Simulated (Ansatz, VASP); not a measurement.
CoO, level by level in two programs

```
CELL_PARAMETERS angstrom
2.57053 0.00000 0.00000
0.00000 2.57053 0.00000
0.00000 0.00000 2.57053
ATOMIC_POSITIONS crystal
Co 0.00000 0.00000 0.00000
O 0.50000 0.50000 0.50000
```

Single points on this cell with VASP 6.6.1 and Ansatz 0.2.0. Each row is one pair of runs. Alike in all rows: Ansatz's potentials, cutoff: Ansatz PAW, 420 eV.

```csv
level,spin,k mesh,smearing,"VASP's potentials, cutoff","gap on the k mesh at the Fermi level (eV), VASP","gap on the k mesh at the Fermi level (eV), Ansatz","pressure (GPa), VASP","pressure (GPa), Ansatz","net moment per atom (μB), VASP","net moment per atom (μB), Ansatz"
PBE+U (Co d U = 7 eV),off,7 × 7 × 7,"gaussian, width 0.05 eV","VASP PAW PBE potentials, release 64 (Co, O), 520 eV",none,none,-11.2,-1.1,-,-
LDA,"collinear, ferromagnetic start",7 × 7 × 7,"gaussian, width 0.05 eV","VASP PAW LDA potentials, release 64 (Co, O), 520 eV",none,none,-9.1,-8.5,1.50,1.50
LDA,"collinear, random start",7 × 7 × 7,"gaussian, width 0.05 eV","VASP PAW LDA potentials, release 64 (Co, O), 520 eV",none,none,-8.8,-8.5,1.50,1.50
PBE,"collinear, ferromagnetic start",10 × 10 × 10,"fermi-dirac, width 0.05 eV","VASP PAW PBE potentials, release 64 (Co, O), 520 eV",none,none,11.1,11.7,1.50,1.50
```

Pressure (GPa): the two programs differ by at most 10.08; net moment per atom (μB): the two programs differ by at most 0.002.

VASP's potentials hold 15 valence electrons a cell and Ansatz's 23, so a difference there can come from the potentials and not from the codes.

A gap of «none» marks a metal or a gap that the smearing closes.

Noted on Ansatz's runs: Pulay correction over one GPa.
